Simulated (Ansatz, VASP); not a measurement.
# Cd3Ga2O: VASP beside Ansatz

```
Cd Ga O
1.0
     5.05137    0.00000    0.00000
     0.00000    5.05137    0.00000
     0.00000    0.00000    8.32101
Cd Ga O
3 2 1
Direct
  0.50000 0.50000 0.50000
  0.50000 0.50000 0.16782
  0.50000 0.50000 0.83218
  0.00000 0.50000 0.50000
  0.50000 0.00000 0.50000
  0.00000 0.00000 0.50000
```

Alike in both runs: task single point; functional PBE; k mesh 4 × 4 × 2; occupations gaussian, width 0.1 eV; collinear spin.

|  | VASP | Ansatz |
| --- | --- | --- |
| version | VASP 6.6.1 | Ansatz 0.2.0 |
| potentials or method | VASP PAW PBE potentials, release 64 (Cd, Ga_d, O), cutoff 520 eV | scalar-relativistic, plane waves, PAW |
| valence electrons in the cell | 68 | 92 |

```csv
,VASP,Ansatz,Ansatz less VASP
gap on the k mesh at the Fermi level (eV),none,none,-
pressure (GPa),0.1,-0.1,-0.12
"traceless stress, the component that is largest in VASP (GPa)",-0.19,-0.21,-0.012
rms of the force components (eV/Å),0.001,0.003,+0.0018
net moment per atom (μB),0.00,0.00,-0.001
```

Atom by atom the forces differ by 0.002 eV/Å (rms over components). A gap of «none» marks a metal or a gap that the smearing closes. VASP's potentials hold 68 valence electrons a cell and Ansatz's 92, so a difference there can come from the potentials and not from the codes. Ansatz's warnings: seeded moment not kept.

The k mesh is coarse, so the values compare programs but aren't converged.
